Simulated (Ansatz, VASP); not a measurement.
MgO: VASP beside Ansatz

The input INCAR:

```
ALGO = Normal
EDIFF = 1E-7
EDIFFG = -0.01
ENCUT = 750
GGA = PE
GGA_COMPAT = False
IBRION = 2
ISIF = 3
ISMEAR = 0
LASPH = True
LCHARG = False
LREAL = False
LWAVE = False
NELM = 120
NELMIN = 4
NSW = 100
PREC = Accurate
SIGMA = 0.02
```

The input KPOINTS:

```
k-points
0
Gamma
  10 10 6
```

The input POSCAR:

```
MgO
1.0
    2.8286270691      0.0000000000      0.0000000000
    0.0000000000      2.8286270691      0.0000000000
    0.0000000000      0.0000000000      4.5370635609
Mg O
1 1
Direct
    0.0000000000      0.0000000000      0.0000000000
    0.5000000000      0.5000000000      0.0000000000
```

Input for Ansatz:

```yaml
crystal:
  lattice:
    - [2.8286270691, 0.0, 0.0]
    - [0.0, 2.8286270691, 0.0]
    - [0.0, 0.0, 4.5370635609]
  atoms:
    - { symbol: Mg, position: [0.0, 0.0, 0.0] }
    - { symbol: O, position: [0.5, 0.5, 0.0] }
basis:
  ecutwfc: 420
kpoints:
  mp_grid: { grid: [10, 10, 6] }
hamiltonian:
  xc: pbe
scf:
  occupations: { method: gaussian, width: 0.02 }
output:
  forces: true
  stress: true
  eigenvalues: true
relax:
  adjacent_minimum: "off"
  f_tol: 0.01
  max_steps: 80
  cell: { stress_tol: 0.05 }
```

Alike in both runs: task relaxation of cell and atoms; functional PBE; k mesh 10 × 10 × 6; occupations gaussian, width 0.02 eV; no spin polarisation.

```csv
,VASP,Ansatz
version,VASP 6.6.1,Ansatz 0.2.0
potentials or method,"VASP PAW PBE potentials, release 64 (Mg_sv, O), cutoff 750 eV","scalar-relativistic, plane waves, PAW"
valence electrons in the cell,16,16
```

VASP gave:

| Property | Result |
| --- | --- |
| gap on the k mesh at the Fermi level, each at its own relaxed structure (eV) | 2.05 |
| relaxed volume (Å³/atom) | 17.38 |
| relaxed length of the cell vector where the two differ most in proportion (Å) | 4.346 |

Question: Estimate Ansatz's values.

Answer: gap on the k mesh at the Fermi level, each at its own relaxed structure (eV): 2.28; relaxed volume (Å³/atom): 20.30; relaxed length of the cell vector where the two differ most in proportion (Å): 5.073.

One of these differences is far larger than is usual between the two programs; its cause wasn't traced.
